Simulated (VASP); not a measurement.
A run of VASP 6.6.1:

The input INCAR:

```
  PREC = Accurate
  ENCUT = 520
  EDIFF = 1E-6
  ISMEAR = 0
  SIGMA = 0.05
  LREAL = Auto
  LASPH = T
  NELM = 150
  ALGO = Normal
  ISIF = 2
  LWAVE = F
  LCHARG = F
  ISPIN = 2
  MAGMOM = 0 0 0 0 0 0 0 0 0 0 0 0 0 0 0 0 0
  LORBIT = 11
  GGA = PE
  IVDW = 12
  NBANDS = 52
```

Contents of KPOINTS:

```
Automatic mesh
0
Gamma
  2 2 2
```

POSCAR

```
LiSi16
1.0
    0.0000000000      5.4300000000      5.4300000000
    5.4300000000      0.0000000000      5.4300000000
    5.4300000000      5.4300000000      0.0000000000
Si Li
16 1
Direct
   -0.0006774401      0.0004899632      0.0004310313
    0.1217620626      0.1226836096      0.1226372007
   -0.0020942910     -0.0012202578      0.5019546961
    0.1217002762      0.1226700737      0.6335686004
   -0.0020953039      0.5020021179     -0.0012625230
    0.1216956722      0.6336247698      0.1226214549
   -0.0021217311      0.5019779006      0.5019268877
    0.1277914365      0.6242750460      0.6242313996
    0.5010511050     -0.0012218232     -0.0012628913
    0.6324925414      0.1227061694      0.1226604972
    0.5009916206     -0.0012155617      0.5019741252
    0.6233977901      0.1286237569      0.6242364641
    0.5009860037      0.5020211786     -0.0012569061
    0.6233962247      0.6242781768      0.1285842541
    0.4995133517      0.5003452118      0.5003058011
    0.6233655617      0.6242817680      0.6242392265
    0.2492976980      1.2505052486      0.2504446593
```

Potentials or basis: VASP PAW PBE potentials, release 64 (Si, Li_sv).

The run is started by

```console
$ cat potpaw_PBE.64/Si/POTCAR potpaw_PBE.64/Li_sv/POTCAR > POTCAR
$ mpirun -np 1 vasp_std > vasp.out
```

Hardware: 1 thread of Intel(R) Xeon(R) Platinum 8259CL CPU @ 2.50GHz (Skylake/Cascade Lake), on a shared host.

Q: How long does it take, and how much memory?

A: Wall time 8 min on 1 thread of Intel(R) Xeon(R) Platinum 8259CL CPU @ 2.50GHz (Skylake/Cascade Lake), with other jobs on the host, peak memory 0.7 GiB. Counts: scf iterations 15, k points 8.
